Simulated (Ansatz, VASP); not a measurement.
**One calculation of InOs, two programs**

```xyz
2
Lattice="3.0215 0.0000 0.0000 -1.5108 2.6167 0.0000 0.0000 0.0000 4.3951" Properties=species:S:1:pos:R:3 pbc="T T T"
In    0.0000    0.0000    0.0000
Os    0.0000    1.7445    2.1976
```

Alike in both runs: functional PBE; k mesh 24 × 24 × 14; occupations gaussian, width 0.1 eV; no spin polarisation.

Ansatz relaxed the structure, and its values are those at the end. VASP's run is a single point on that final structure, the one shown.

|  | VASP | Ansatz |
| --- | --- | --- |
| version | VASP 6.6.1 | Ansatz 0.2.0 |
| potentials or method | VASP PAW PBE potentials, release 64 (In_d, Os), cutoff 520 eV | scalar-relativistic, plane waves, PAW |
| valence electrons in the cell | 21 | 29 |

```csv
,VASP,Ansatz,Ansatz less VASP
gap on the k mesh at the Fermi level (eV),none,none,-
pressure (GPa),0.0,0.0,-0.01
```

A gap of «none» marks a metal or a gap that the smearing closes. VASP's potentials hold 21 valence electrons a cell and Ansatz's 29, so a difference there can come from the potentials and not from the codes.

Spin-orbit coupling is off throughout.
